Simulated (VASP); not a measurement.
# Sb in VASP: a series of runs, part 2 of 2

VASP 6.6.1.

## (3) Single point, PBE (equal xy, yz and zx shear strains of -1 %)

Input file INCAR:

```
PREC = Accurate
ENCUT = 520
EDIFF = 1E-6
ISMEAR = -1
SIGMA = 0.05
LREAL = False
LASPH = True
NELM = 80
ALGO = Normal
ISIF = 2
LWAVE = False
LCHARG = True
GGA = PE
LELF = True
LVHAR = True
NBANDS = 12
```

Input file KPOINTS:

```
Automatic mesh
0
Gamma
  9 9 9
```

Input file POSCAR:

```
Sb
1.0
    2.1256720836      1.2121766789      3.7270387499
   -2.1755285804      1.2336826823      3.7485447533
   -0.0063035032     -2.5020193611      3.7564164968
Sb
2
Direct
    0.2336400000      0.2336400000      0.2336400000
    0.7663600000      0.7663600000      0.7663600000
```

Potentials or basis: VASP PAW PBE potentials, release 64 (Sb).

Command:

```console
> cat potpaw_PBE.64/Sb/POTCAR > POTCAR
> mpirun -np 1 vasp_std > vasp.out
```

OUTCAR:

```text
PREC = Accurate
   ENCUT = 520
   EDIFF = 1E-6
   ISMEAR = -1
   LREAL = False
   LASPH = True
   NELM = 80
   ISIF = 2
   GGA = PE

 ion  position               nearest neighbor table
   1  0.234  0.234  0.234-   2 2.89   2 2.91   2 2.91   2 3.33   2 3.35   2 3.36
   2  0.766  0.766  0.766-   1 2.89   1 2.91   1 2.91   1 3.33   1 3.35   1 3.36

  LATTYP: Found a triclinic cell.
 ALAT       =     4.2826901800
 B/A-ratio  =     1.0043472705
 C/A-ratio  =     1.0538709749
 COS(alpha) =     0.0027861848
[... 552 lines left out ...]
------------------------ aborting loop because EDIFF is reached ----------------------------------------

  FORCE on cell =-STRESS in cart. coord.  units (eV):
  Direction    XX          YY          ZZ          XY          YZ          ZX
  --------------------------------------------------------------------------------------
  -------------------------------------------------------------------------------------
  Total        1.1463916      1.3966629      1.0692495      0.0245222      0.2378983      0.1123340
  in kB       30.6217771     37.3068855     28.5611994      0.6550221      6.3546075      3.0006034
  external PRESSURE =      32.1632873 kB  Pullay stress =       0.0000000 kB

 VOLUME and BASIS-vectors are now :
 -----------------------------------------------------------------------------
  energy-cutoff  :      520.00
  volume of cell :       59.98
      direct lattice vectors                 reciprocal lattice vectors
     2.125672084  1.212176679  3.727038750     0.233626878  0.135852552  0.090878736
    -2.175528580  1.233682682  3.748544753    -0.231382933  0.133515820  0.088542003
    -0.006303503 -2.502019361  3.756416497    -0.000901697 -0.268026123  0.087686700

 POSITION                                       TOTAL-FORCE (eV/Angst)
 -----------------------------------------------------------------------------------
     -0.01312     -0.01312      2.62424         0.026608      0.050311      0.244248
     -0.04304     -0.04304      8.60776        -0.026608     -0.050311     -0.244248
 -----------------------------------------------------------------------------------
    total drift:                                0.000000     -0.000000      0.000000

  FREE ENERGIE OF THE ION-ELECTRON SYSTEM (eV)
  ---------------------------------------------------
  free  energy   TOTEN  =        -8.2473741641 eV

  energy  without entropy=       -8.2456063186  energy(sigma->0) =       -8.24649024
```

stdout:

```text
POSCAR found type information on POSCAR Sb
 POSCAR found :  1 types and       2 ions
 scaLAPACK will be used
 LDA part: xc-table for (Slater+PW92), standard interpolation
 POSCAR, INCAR and KPOINTS ok, starting setup
 FFT: planning ... GRIDC
 FFT: planning ... GRID_SOFT
 FFT: planning ... GRID
 WAVECAR not read
 entering main loop
```

Run time: 2.6 min. Hardware: 1 thread of Intel Xeon Platinum 8488C (Sapphire Rapids), shared host; peak memory 0.36 GiB.

What came out:

| Property | Result |
| --- | --- |
| Free energy | -8.2474 eV |
| Pressure | 3.2 GPa |
| Largest force | 0.251 eV/Å |

Forces in eV/Å, atoms in the order of the input:
```
Sb   0.027  0.050  0.244
Sb  -0.027 -0.050 -0.244
```

Levels at points of the mesh, in eV from the Fermi level:
| k point | band 3 | band 4 | band 5 | band 6 | band 7 | band 8 |
| --- | --- | --- | --- | --- | --- | --- |
| (0.00, 0.00, 0.00) | -2.08 | -1.90 | -1.73 | 2.07 | 2.64 | 2.79 |

Caveat: the cell differs from its parent crystal (equal xy, yz and zx shear strains of -1 %); the cell stands under pressure; spin-orbit coupling is left out, which moves the levels of the heavy elements.

## (4) Single point, PBE (equal xy, yz and zx shear strains of +2 %)

Input file INCAR:

```
ALGO = Normal
EDIFF = 1E-6
ENCUT = 520
GGA = PE
ISIF = 2
ISMEAR = -1
LASPH = T
LCHARG = F
LREAL = F
LWAVE = F
NBANDS = 12
NELM = 60
PREC = Accurate
SIGMA = 0.05
```

Input file KPOINTS:

```
k-points
0
Gamma
  9 9 9
```

Input file POSCAR:

```
Sb
1.0
    2.2004568288      1.3005956839      3.7779225001
   -2.1007438352      1.2575836773      3.7349104935
    0.0126070064     -2.4458593611      3.7191670064
Sb
2
Direct
    0.2336400000      0.2336400000      0.2336400000
    0.7663600000      0.7663600000      0.7663600000
```

Command:

```console
> cat potpaw_PBE.64/Sb/POTCAR > POTCAR
> mpirun -np 1 vasp_std > vasp.out
```

Wall time 2.3 min (1 thread of Intel Xeon Platinum 8488C (Sapphire Rapids), shared host); peak memory 0.37 GiB.

It converged, with:

```yaml
Free_energy: -8.2418 eV
Pressure: 3.2 GPa
Largest_force: 0.271 eV/Å
Band_gap_on_the_k_mesh: zero (bands 5 and 6 overlap by 0.12 eV)
```

Forces in eV/Å, atoms in the order of the input:
```
Sb  -0.050 -0.099  0.247
Sb   0.050  0.099 -0.247
```

Stress tensor (GPa, compression positive):
```
 4.04 -0.12 -0.59
-0.12  2.78 -1.22
-0.59 -1.22  2.88
```

Levels at points of the mesh, in eV from the Fermi level:
```
           k point  band 3  band 4  band 5  band 6  band 7  band 8
(0.00, 0.00, 0.00)   -2.07   -1.98   -1.61    2.07    2.60    2.86
```

Caveat: the cell differs from its parent crystal (equal xy, yz and zx shear strains of +2 %); the cell stands under pressure; spin-orbit coupling is left out, which moves the levels of the heavy elements.

## (5) Single point, PBE (equal xx and yy strain of -3 %)

Input file INCAR:

```
SYSTEM = Sb
PREC = Accurate ; ENCUT = 520
EDIFF = 1E-6 ; ISMEAR = -1
SIGMA = 0.05 ; LREAL = .FALSE.
LASPH = .TRUE. ; NELM = 60
ALGO = Normal ; ISIF = 2
LWAVE = .FALSE. ; LCHARG = .FALSE.
GGA = PE ; NBANDS = 12
```

Input file KPOINTS:

```
regular mesh
0
G
  9 9 9
  0 0 0
```

Input file POSCAR:

```
Sb
1.0
    2.0860823220      1.2044001902      3.7440000000
   -2.0860823220      1.2044001902      3.7440000000
    0.0000000000     -2.4088003803      3.7440000000
Sb
2
Direct
    0.2336400000      0.2336400000      0.2336400000
    0.7663600000      0.7663600000      0.7663600000
```

Command:

```console
> cat potpaw_PBE.64/Sb/POTCAR > POTCAR
> mpirun -np 1 vasp_std > vasp.out
```

Run time: 78 s. Hardware: 1 thread of Intel Xeon 8259CL, shared host; peak memory 0.22 GiB.

Results (log left out):

| Item | Value |
| --- | --- |
| Free energy | -8.1185 eV |
| Pressure | 7.9 GPa |
| Largest force | 0.631 eV/Å |
| Band gap on the k mesh | zero (bands 5 and 6 overlap by 0.24 eV) |

Forces in eV/Å, atoms in the order of the input:
```
Sb   0.000  0.000  0.631
Sb   0.000  0.000 -0.631
```

Stress tensor (GPa, compression positive):
```
8.65 0.00 0.00
0.00 8.65 0.00
0.00 0.00 6.39
```

Levels at points of the mesh, in eV from the Fermi level:
```tsv
k point	band 1	band 2	band 3	band 4	band 5	band 6	band 7	band 8	band 9	band 10
(0.00, 0.00, 0.00)	-13.34	-4.52	-2.51	-1.86	-1.86	2.04	2.75	2.75	5.11	5.11
```

Caveat: the cell differs from its parent crystal (equal xx and yy strain of -3 %); the cell stands under pressure; spin-orbit coupling is left out, which moves the levels of the heavy elements.

## (6) Single point, PBE (equal xx and yy strain of -1 %)

Input file INCAR:

```
SYSTEM = Sb
PREC     = Accurate       ! precision mode
ENCUT    = 520            ! plane-wave cutoff, eV
EDIFF    = 1E-7           ! SCF threshold, eV
ISMEAR   = -1             ! smearing method
SIGMA    = 0.05           ! smearing width, eV
LREAL    = .FALSE.        ! projectors in reciprocal space
LASPH    = .TRUE.         ! aspherical terms in the spheres
NELM     = 60             ! most SCF steps
ALGO     = Normal         ! electronic algorithm
ISIF     = 2              ! what is computed and relaxed
LWAVE    = .FALSE.        ! write WAVECAR
LCHARG   = .FALSE.        ! write CHGCAR
GGA      = PE             ! functional
NBANDS   = 12             ! bands
```

Input file KPOINTS:

```
Automatic mesh
0
G
  9 9 9
  0 0 0
```

Input file POSCAR:

```
Sb
1.0
    2.1290943287      1.2292331838      3.7440000000
   -2.1290943287      1.2292331838      3.7440000000
    0.0000000000     -2.4584663675      3.7440000000
Sb
2
Direct
    0.2336400000      0.2336400000      0.2336400000
    0.7663600000      0.7663600000      0.7663600000
```

Potentials or basis: VASP PAW PBE potentials, release 64 (Sb).

Command:

```console
> cat potpaw_PBE.64/Sb/POTCAR > POTCAR
> mpirun -np 1 vasp_std > vasp.out
```

It took 92 s on 1 thread of Intel Xeon 8259CL, shared host; peak memory 0.22 GiB.

Results (log left out):

```
Free energy            : -8.2181 eV
Pressure               : 4.6 GPa
Largest force          : 0.353 eV/Å
Band gap on the k mesh : zero (bands 5 and 6 overlap by 0.01 eV)
```

Forces in eV/Å, atoms in the order of the input:
```
Sb   0.000  0.000  0.353
Sb   0.000  0.000 -0.353
```

Stress tensor (GPa, compression positive):
```
5.03 0.00 0.00
0.00 5.03 0.00
0.00 0.00 3.86
```

Levels at points of the mesh, in eV from the Fermi level:
```
           k point  band 1  band 2  band 3  band 4  band 5  band 6  band 7  band 8  band 9  band 10
(0.00, 0.00, 0.00)  -12.98   -4.69   -2.23   -1.85   -1.85    2.05    2.70    2.70    5.06     5.06
```

Caveat: the cell differs from its parent crystal (equal xx and yy strain of -1 %); the cell stands under pressure; spin-orbit coupling is left out, which moves the levels of the heavy elements.

## (7) The runs side by side

```csv
cell,gap on the mesh (eV),pressure (GPa),largest force (eV/Å)
"a = 4.493 Å, angles 57.2°, 2 atoms, atomic positions A",-,3.7,0.44
"a = 4.459, b = 4.506, c = 4.513 Å, angles 57.2, 57.0, 57.3°, 2 atoms, atomic positions B",-,3.2,0.25
"a = 4.561, b = 4.466, c = 4.451 Å, angles 57.1, 57.5, 56.9°, 2 atoms, atomic positions B",none,3.2,0.27
"a = 4.452 Å, angles 55.9°, 2 atoms, atomic positions B",none,7.9,0.63
"a = 4.479 Å, angles 56.8°, 2 atoms, atomic positions B",none,4.6,0.35
```

Alike in all rows: task single point; level PBE; potentials or basis VASP PAW PBE potentials, release 64 (Sb); no spin polarisation; k mesh 9 × 9 × 9; cutoff (eV) 520; smearing fermi-dirac 0.05 eV.

Caveats: the cell stands under pressure; spin-orbit coupling is left out, which moves the levels of the heavy elements.

Total energies depend on the potentials used, so only differences within one code and one set of settings carry meaning.
